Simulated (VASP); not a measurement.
C: relaxation of shape and atoms at fixed volume with PBE

C:

```
C
1.0
     2.44162    0.00000    0.00000
    -1.22081    2.11450    0.00000
     0.00000    0.00000    8.42685
C
4
Direct
  0.00000 0.00000 0.00250
  0.00000 0.00000 0.50250
  0.33333 0.66667 0.00250
  0.66667 0.33333 0.50250
```

```
Program                : VASP 6.6.1
Task                   : relaxation of shape and atoms at fixed volume
Functional             : PBE
Potentials or basis    : VASP PAW PBE potentials, release 64 (C)
Cutoff                 : 600 eV
k mesh                 : 18 × 18 × 6
Occupations            : gaussian, width 0.1 eV
Spin                   : no spin polarisation
Dipole correction      : no
Further INCAR settings : ALGO = Normal; EDIFF = 1e-06; IBRION = 2; EDIFFG = -0.01; NSW = 50; ISIF = 4
```

The energy gained by relaxing is 7.6 meV/atom and the ionic steps are 3. The pressure after relaxing is -0.2 GPa and the band gap on the k mesh is zero (filled and empty bands touch).

The path:
| step | energy change (eV) | largest force (eV/Å) | pressure (GPa) | volume (Å³) |
| --- | --- | --- | --- | --- |
| 1 | 0.0000 | 0.0000 | 6.99 | 43.51 |
| 2 | -0.0298 | 0.0000 | -1.09 | 43.51 |
| 3 | -0.0304 | 0.0000 | -0.16 | 43.51 |

Final structure:
```xyz
4
Lattice="2.4673 0.0000 0.0000 -1.2336 2.1367 0.0000 0.0000 0.0000 8.2524" Properties=species:S:1:pos:R:3 pbc="T T T"
C     0.0000    0.0000    0.0206
C     0.0000    0.0000    4.1468
C     0.0000    1.4245    0.0206
C     1.2336    0.7122    4.1468
```

Levels at points of the mesh, in eV from the Fermi level:
```
           k point  band 4  band 5  band 6  band 7  band 8  band 9  band 10  band 11  band 12
(0.00, 0.00, 0.00)   -7.30   -3.04   -3.04   -3.04   -3.04    3.19     6.81     8.30     8.30
(0.50, 0.00, 0.00)  -13.22   -6.42   -6.41   -2.45   -2.27    1.57     1.82     7.32     7.39
(0.00, 0.00, 0.50)   -7.61   -3.04   -3.04   -3.04   -3.04    4.58     4.58     8.30     8.30
(0.50, 0.00, 0.50)  -13.23   -6.41   -6.41   -2.36   -2.36    1.67     1.67     7.35     7.35
```

Wall time 4 min on 1 thread of Intel Xeon 8259CL, on a shared host, peak memory 0.21 GiB.

Caveat: this functional lacks dispersion, which binds layers or chains, so the pressure and a relaxed spacing across them are unreliable.
